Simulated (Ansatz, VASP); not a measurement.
TiW3 in VASP and in Ansatz

File INCAR:

```
SYSTEM = TiW3
ALGO = Normal
EDIFF = 1E-6
EDIFFG = -0.04
ENCUT = 600
GGA = PE
IBRION = 2
ISIF = 3
ISMEAR = 0
LASPH = .True.
LCHARG = .False.
LREAL = .False.
LWAVE = .False.
NELM = 60
NSW = 90
PREC = Accurate
SIGMA = 0.1
```

File KPOINTS:

```
k-points
0
Gamma
  6 6 4
  0 0 0
```

File POSCAR:

```
TiW3
1.0
    3.8398430500      0.0000000000      0.0000000000
   -1.9199215300      3.3254016300      0.0000000000
    0.0000000000      0.0000000000      5.4540119800
Ti W
1 3
Direct
    0.0000000000      0.0000000000      0.5000000000
    0.3333333300      0.6666666700      0.5000000000
    0.6666666700      0.3333333300      0.5000000000
    0.0000000000      0.0000000000      0.0000000000
```

Input for Ansatz:

```yaml
crystal:
  lattice:
    - [3.83984305, 0.0, 0.0]
    - [-1.91992153, 3.32540163, 0.0]
    - [0.0, 0.0, 5.45401198]
  atoms:
    - { symbol: Ti, position: [0.0, 0.0, 0.5] }
    - { symbol: W, position: [0.33333333, 0.66666667, 0.5] }
    - { symbol: W, position: [0.66666667, 0.33333333, 0.5] }
    - { symbol: W, position: [0.0, 0.0, 0.0] }
basis:
  ecutwfc: 420
kpoints:
  mp_grid: { grid: [6, 6, 4] }
hamiltonian:
  xc: pbe
scf:
  occupations: { method: gaussian, width: 0.1 }
  lower_state_search: "off"
output:
  forces: true
  stress: true
  eigenvalues: true
relax:
  adjacent_minimum: "off"
  f_tol: 0.04
  max_steps: 70
  cell: { stress_tol: 0.4 }
```

Alike in both runs: task relaxation of cell and atoms; functional PBE; k mesh 6 × 6 × 4; occupations gaussian, width 0.1 eV; no spin polarisation.

|  | VASP | Ansatz |
| --- | --- | --- |
| version | VASP 6.6.1 | Ansatz 0.2.0 |
| potentials or method | VASP PAW PBE potentials, release 64 (Ti_sv, W_sv), cutoff 600 eV | scalar-relativistic, plane waves, PAW |
| valence electrons in the cell | 54 | 54 |

|  | VASP | Ansatz | Ansatz less VASP |
| --- | --- | --- | --- |
| gap on the k mesh at the Fermi level, each at its own relaxed structure (eV) | none | none | - |
| relaxed volume (Å³/atom) | 20.58 | 20.55 | -0.033 |
| relaxed cell length with the largest relative difference (Å) | 4.594 | 4.587 | -0.0075 |

A gap of «none» marks a metal or a gap that the smearing closes.

Neither program's run includes spin-orbit coupling. Noted on VASP's run: the volume moved by over 15 % at a fixed basis, so the end points are rough.
